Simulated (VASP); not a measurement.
# NaI (Fm-3m) in VASP: a series of runs

Runs on NaI. Level: PBE. Tasks: single point.

Program: VASP 6.6.1. These are calculated values, not measurements. Logs are shortened: lines on timing, memory, paths and dates and some standing lists are left out, and cuts for length are marked.

### 1 The cell of the first run

The structure is cubic, space group Fm-3m (No. 225). Conventional cell: a = 6.395 Å, b = 6.395 Å, c = 6.395 Å, α = 90.00°, β = 90.00°, γ = 90.00°. Within 4.2 Å of Na (site symmetry m-3m) lie 6 I at 3.20 Å. I (site symmetry m-3m) has 6 Na at 3.20 Å within 4.2 Å.

### 2 Single point, PBE (32.69 Å³/atom)

File INCAR:

```
ALGO     = Normal         # electronic algorithm
EDIFF    = 1E-6           # SCF threshold, eV
ENCUT    = 520            # plane-wave cutoff, eV
GGA      = PE             # functional
ISIF     = 2              # what is computed and relaxed
ISMEAR   = 0              # smearing method
LASPH    = T              # aspherical terms in the spheres
LCHARG   = F              # write CHGCAR
LREAL    = F              # projectors in reciprocal space
LWAVE    = F              # write WAVECAR
NBANDS   = 14             # bands
NELM     = 80             # most SCF steps
PREC     = Accurate       # precision mode
SIGMA    = 0.01           # smearing width, eV
```

File KPOINTS:

```
k-points
0
Gamma
  6 6 6
```

File POSCAR:

```
NaI
1.0
    0.0000000000      3.1974637553      3.1974637553
    3.1974637553      0.0000000000      3.1974637553
    3.1974637553      3.1974637553      0.0000000000
Na I
1 1
Direct
    0.0000000000      0.0000000000      0.0000000000
    0.5000000000      0.5000000000      0.5000000000
```

Potentials or basis: VASP PAW PBE potentials, release 64 (Na_pv, I).

Run with:

```sh
$ cat potpaw_PBE.64/Na_pv/POTCAR potpaw_PBE.64/I/POTCAR > POTCAR
$ mpirun -np 1 vasp_std > vasp.out
```

OUTCAR:

```text
EDIFF = 1E-6
   ENCUT = 520
   GGA = PE
   ISIF = 2
   ISMEAR = 0
   LASPH = T
   LREAL = F
   NELM = 80
   PREC = Accurate

 ion  position               nearest neighbor table
   1  0.000  0.000  0.000-
   2  0.500  0.500  0.500-

  LATTYP: Found a face centered cubic cell.
 ALAT       =     6.3949275106

  Lattice vectors:

 A1 = (   0.0000000000,   3.1974637553,   3.1974637553)
 A2 = (   3.1974637553,   0.0000000000,   3.1974637553)
 A3 = (   3.1974637553,   3.1974637553,   0.0000000000)

Analysis of symmetry for initial positions (statically):
=====================================================================
 Subroutine PRICEL returns:
 Original cell was already a primitive cell.

 Routine SETGRP: Setting up the symmetry group for a
 face centered cubic supercell.

 Subroutine GETGRP returns: Found 48 space group operations
 (whereof 48 operations were pure point group operations)
 out of a pool of 48 trial point group operations.

The static configuration has the point symmetry O_h .

Analysis of symmetry for dynamics (positions and initial velocities):
=====================================================================
 Subroutine PRICEL returns:
 Original cell was already a primitive cell.

 Routine SETGRP: Setting up the symmetry group for a
 face centered cubic supercell.

 Subroutine GETGRP returns: Found 48 space group operations
 (whereof 48 operations were pure point group operations)
 out of a pool of 48 trial point group operations.

The dynamic configuration has the point symmetry O_h .

 Subroutine INISYM returns: Found 48 space group operations
 (whereof 48 operations are pure point group operations),
 and found     1 'primitive' translations

----------------------------------------------------------------------------------------

                                     Primitive cell

  volume of cell :      65.3803

  direct lattice vectors                    reciprocal lattice vectors
     0.000000000  3.197463755  3.197463755    -0.156373938  0.156373938  0.156373938
     3.197463755  0.000000000  3.197463755     0.156373938 -0.156373938  0.156373938
     3.197463755  3.197463755  0.000000000     0.156373938  0.156373938 -0.156373938

  length of vectors
     4.521896608  4.521896608  4.521896608     0.270847606  0.270847606  0.270847606

  position of ions in fractional coordinates (direct lattice)
     0.000000000  0.000000000  0.000000000
     0.500000000  0.500000000  0.500000000

  ion indices of the primitive-cell ions
   primitive index   ion index
                 1           1
                 2           2

----------------------------------------------------------------------------------------

 KPOINTS: k-points

Automatic generation of k-mesh.
 Grid dimensions read from file:
 generate k-points for:    6    6    6

 Generating k-lattice:

  Cartesian coordinates                     Fractional coordinates (reciprocal lattice)
    -0.026062323  0.026062323  0.026062323     0.166666667  0.000000000  0.000000000
     0.026062323 -0.026062323  0.026062323     0.000000000  0.166666667  0.000000000
     0.026062323  0.026062323 -0.026062323     0.000000000  0.000000000  0.166666667

  Length of vectors
     0.045141268  0.045141268  0.045141268

  Shift w.r.t. Gamma in fractional coordinates (k-lattice)
     0.000000000  0.000000000  0.000000000

 Subroutine IBZKPT returns following result:
 ===========================================

 Found     16 irreducible k-points:

 Following reciprocal coordinates:
            Coordinates               Weight
  0.000000  0.000000  0.000000      1.000000
  0.166667  0.000000  0.000000      8.000000
  0.333333  0.000000  0.000000      8.000000
  0.500000  0.000000  0.000000      4.000000
  0.166667  0.166667  0.000000      6.000000
  0.333333  0.166667  0.000000     24.000000
[... 8 lines left out ...]
 -0.333333  0.333333  0.166667     24.000000
 -0.333333  0.500000  0.166667     12.000000
   k-points           NKPTS =     16   k-points in BZ     NKDIM =     16   number of bands    NBANDS=     14
   number of dos      NEDOS =    301   number of ions     NIONS =      2
   total plane-waves  NPLWV =  46656
   dimension x,y,z NGX =    36 NGY =   36 NGZ =   36
   dimension x,y,z NGXF=    72 NGYF=   72 NGZF=   72
   ions per type =               1   1
   NGX,Y,Z   is equivalent  to a cutoff of  13.24, 13.24, 13.24 a.u.
   NGXF,Y,Z  is equivalent  to a cutoff of  26.47, 26.47, 26.47 a.u.
 SYSTEM =  unknown system
   PREC   = accura    normal or accurate (medium, high low for compatibility)
   ISTART =      0    job   : 0-new  1-cont  2-samecut
   ICHARG =      2    charge: 1-file 2-atom 10-const
   ISPIN  =      1    spin polarized calculation?
   LNONCOLLINEAR =      F non collinear calculations
   LSORBIT =      F    spin-orbit coupling
   LASPH  =      T    aspherical Exc in radial PAW
   ENCUT  =  520.0 eV  38.22 Ry    6.18 a.u.   8.41  8.41  8.41*2*pi/ulx,y,z
   NELM   =     80;   NELMIN=  2; NELMDL= -5     # of ELM steps
   EDIFF  = 0.1E-05   stopping-criterion for ELM
   LREAL  =      F    real-space projection
   EDIFFG = 0.1E-04   stopping-criterion for IOM
   NSW    =      0    number of steps for IOM
   IBRION =     -1    ionic relax: 0-MD 1-quasi-New 2-CG
   NFREE  =      0    steps in history (QN), initial steepest desc. (CG)
   ISIF   =      2    stress and relaxation
   ISYM   =      2    0-nonsym 1-usesym 2-fastsym
   POTIM  = 0.5000    time-step for ionic-motion
   TEBEG  =    0.0;   TEEND  =   0.0 temperature during run
   PSTRESS=    0.0 pullay stress
   NELECT =      14.0000    total number of electrons
   NUPDOWN=      -1.0000    fix difference up-down
   EMIN   =  10.00;   EMAX   =-10.00  energy-range for DOS
   EFERMI =   0.00;   METHOD = LEGACY
   ISMEAR =     0;   SIGMA  =   0.01  broadening in eV -4-tet -1-fermi 0-gaus
   EFERMI_NEDOS =   21; number of points for ismear=-14 and -15
   IALGO  =     38    algorithm
   IMIX   =      4    mixing-type and parameters
     AMIX     =   0.40;   BMIX     =  1.00
     AMIX_MAG =   1.60;   BMIX_MAG =  1.00
  volume/ion in A,a.u.               =      32.69       220.60
  Fermi-wavevector in a.u.,A,eV,Ry     =   0.979419  1.850834 13.051547  0.959262
  Thomas-Fermi vector in A             =   2.110271
   LORBIT       =      0    0 simple, 1 ext, 2 COOP (PROOUT), +10 PAW based schemes
   GGA     = PE    functional components
   LHFCALC =     F    Hartree Fock is set to
   AEXX    =    0.0000 exact exchange contribution
   IVDW    =     0    specifies the selected vdW correction
   LEPSILON=     F    determine dielectric tensor
   LRPA    =     F    only Hartree local field effects (RPA)
 non-spin polarized calculation
 Gauss-broadening in eV      SIGMA  =   0.01
  energy-cutoff  :      520.00
  volume of cell :       65.38
 maximum number of plane-waves:      1807
 NGX is ok and might be reduce to    36
   NGX = 17   NGY = 17   NGZ = 17

 number of electron      14.0000000 magnetization

 Free energy of the ion-electron system (eV)
  ---------------------------------------------------
  ext. energy  EPLUGINS =         0.00000000
  ---------------------------------------------------
  free energy    TOTEN  =        -5.37334577 eV

  energy without entropy =       -5.37334577  energy(sigma->0) =       -5.37334577

 E-fermi :   1.1514     XC(G=0):  -7.8520

 val. band max:        1.0650662254   @ k =   0.0000   0.0000   0.0000
 cond. band min:       4.8053182825   @ k =   0.0000   0.0000   0.0000
 fundamental gap:      3.7402520571
 Fermi energy:         1.1513596879

 k-point     1 :       0.0000    0.0000    0.0000
  band No.  band energies     occupation
      1     -21.3350      2.00000
      2     -21.3350      2.00000
      3     -21.3350      2.00000
      4     -10.0492      2.00000
      5       1.0651      2.00000
      6       1.0651      2.00000
      7       1.0651      2.00000
      8       4.8053      0.00000
      9       8.9934      0.00000
     10       8.9934      0.00000
     11       8.9934      0.00000
     12      10.8724      0.00000
     13      10.8724      0.00000
     14      11.5230      0.00000

 k-point     2 :       0.1667    0.0000    0.0000
  band No.  band energies     occupation
      1     -21.3366      2.00000
      2     -21.3351      2.00000
      3     -21.3351      2.00000
      4      -9.9671      2.00000
      5       0.2873      2.00000
      6       0.9835      2.00000
      7       0.9835      2.00000
      8       5.6354      0.00000
      9       8.5263      0.00000
     10       9.1995      0.00000
     11       9.1995      0.00000
     12      10.3647      0.00000
     13      10.3647      0.00000
     14      12.0003      0.00000

 k-point     3 :       0.3333    0.0000    0.0000
  band No.  band energies     occupation
      1     -21.3398      2.00000
      2     -21.3353      2.00000
      3     -21.3353      2.00000
      4      -9.7923      2.00000
      5      -0.8028      2.00000
      6       0.8317      2.00000
      7       0.8317      2.00000
      8       6.2100      0.00000
      9       8.7969      0.00000
     10       8.7970      0.00000
     11       9.2389      0.00000
     12      11.3066      0.00000
     13      11.4226      0.00000
     14      11.4226      0.00000
[... 188 lines left out ...]
 k-point    15 :      -0.3333    0.3333    0.1667
  band No.  band energies     occupation
      1     -21.3395      2.00000
      2     -21.3376      2.00000
      3     -21.3363      2.00000
      4      -9.6283      2.00000
      5      -0.7616      2.00000
      6      -0.1859      2.00000
      7       0.3725      2.00000
      8       7.1511      0.00000
      9       7.7566      0.00000
     10       9.0217      0.00000
     11       9.6602      0.00000
     12      11.6097      0.00000
     13      13.0201      0.00000
     14      14.1718      0.00000

 k-point    16 :      -0.3333    0.5000    0.1667
  band No.  band energies     occupation
      1     -21.3390      2.00000
      2     -21.3377      2.00000
      3     -21.3371      2.00000
      4      -9.6066      2.00000
      5      -0.7117      2.00000
      6      -0.1143      2.00000
      7       0.1170      2.00000
      8       6.4827      0.00000
      9       7.5507      0.00000
     10       9.7438      0.00000
     11       9.8037      0.00000
     12      12.8910      0.00000
     13      13.7077      0.00000
     14      13.9034      0.00000

------------------------ aborting loop because EDIFF is reached ----------------------------------------

  FORCE on cell =-STRESS in cart. coord.  units (eV):
  Direction    XX          YY          ZZ          XY          YZ          ZX
  --------------------------------------------------------------------------------------
  -------------------------------------------------------------------------------------
  Total        0.4573870      0.4573870      0.4573870     -0.0000000      0.0000000      0.0000000
  in kB       11.2084992     11.2084992     11.2084992     -0.0000000      0.0000000      0.0000000
  external PRESSURE =      11.2084992 kB  Pullay stress =       0.0000000 kB

 VOLUME and BASIS-vectors are now :
 -----------------------------------------------------------------------------
  energy-cutoff  :      520.00
  volume of cell :       65.38
      direct lattice vectors                 reciprocal lattice vectors
     0.000000000  3.197463755  3.197463755    -0.156373938  0.156373938  0.156373938
     3.197463755  0.000000000  3.197463755     0.156373938 -0.156373938  0.156373938
     3.197463755  3.197463755  0.000000000     0.156373938  0.156373938 -0.156373938

 POSITION                                       TOTAL-FORCE (eV/Angst)
 -----------------------------------------------------------------------------------
      0.00000      0.00000      0.00000        -0.000000      0.000000      0.000000
      3.19746      3.19746      3.19746         0.000000     -0.000000     -0.000000
 -----------------------------------------------------------------------------------
    total drift:                                0.000000      0.000000      0.000000

  FREE ENERGIE OF THE ION-ELECTRON SYSTEM (eV)
  ---------------------------------------------------
  free  energy   TOTEN  =        -5.3733457699 eV

  energy  without entropy=       -5.3733457699  energy(sigma->0) =       -5.37334577
```

It took 12 s on 1 thread of Intel Xeon Platinum 8488C (Sapphire Rapids), shared host; peak memory 0.2 GiB.

Results:

```
Free energy            : -5.3733 eV
Pressure               : 1.1 GPa
Band gap on the k mesh : 3.74 eV
```

Caveat: spin-orbit coupling is left out, which moves the levels of the heavy elements. A hybrid or GW would open this gap; PBE tends to underestimate it.

[end of part 1 of 2]
